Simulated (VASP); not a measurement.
Wanted: the native input for a VASP 6.6.1 run.

```
Task                   : relaxation of cell and atoms
Functional             : PBE
Potentials or basis    : VASP PAW PBE potentials, release 64 (Zn, Sn_d, N)
Cutoff                 : 600 eV
k mesh                 : 6 × 6 × 4
Occupations            : gaussian, width 0.1 eV
Spin                   : no spin polarisation
Dipole correction      : no
Further INCAR settings : ALGO = Normal; EDIFF = 1e-06; IBRION = 2; EDIFFG = -0.04; NSW = 90; ISIF = 3
```

The structure of ZnSnN lies in POSCAR:

```
ZnSnN
1.0
    3.8632114000      0.0000000000      0.0000000000
   -1.9316057000      3.3456392100      0.0000000000
    0.0000000000      0.0000000000      3.7401382000
Zn Sn N
1 1 1
Direct
    0.3333333300      0.6666666700      0.0000000000
    0.6666666700      0.3333333300      0.0000000000
    0.0000000000      0.0000000000      0.5000000000
```

The cell was built from a structure type or drawn by symmetry, and may not be a known phase.

The input as run:

INCAR

```
SYSTEM = ZnSnN
PREC = Accurate
ENCUT = 600
EDIFF = 1E-6
ISMEAR = 0
SIGMA = 0.1
LREAL = .False.
LASPH = .True.
NELM = 60
ALGO = Normal
ISIF = 3
LWAVE = .False.
LCHARG = .False.
GGA = PE
IBRION = 2
NSW = 90
EDIFFG = -0.04
```

KPOINTS

```
Automatic mesh
0
Gamma
  6 6 4
  0 0 0
```

Potentials or basis: VASP PAW PBE potentials, release 64 (Zn, Sn_d, N).

Launch:

```sh
$ cat potpaw_PBE.64/Zn/POTCAR potpaw_PBE.64/Sn_d/POTCAR potpaw_PBE.64/N/POTCAR > POTCAR
$ mpirun -np 1 vasp_std > vasp.out
```

Results of the run:

```yaml
Relaxed_volume: 17.05 Å³/atom
Relaxed_cell: a = 4.564 Å, b = 4.564 Å, c = 2.835 Å, α = 90.00°, β = 90.00°, γ = 120.00°
Space_group_after_relaxing_to_0.1_Å: P-6m2 (No. 187)
Energy_gained_by_relaxing: 548.8 meV/atom
Ionic_steps: 20
Pressure_after_relaxing: 0.0 GPa
Band_gap_on_the_k_mesh: zero (an odd number of electrons rules out a gap without spin polarisation)
```

Caveat: the k points lie up to 0.55 Å⁻¹ apart in the final cell, too coarse for converged energies and pressures of a metal; a cell axis changed by over 15 % at a fixed basis, so the end point is rough; spin-orbit coupling is left out, which moves the levels of the heavy elements.

Run time: 5.7 min on 1 thread of Intel(R) Xeon(R) Platinum 8259CL CPU @ 2.50GHz (Skylake/Cascade Lake), with other jobs on the host, peak memory 0.2 GiB.
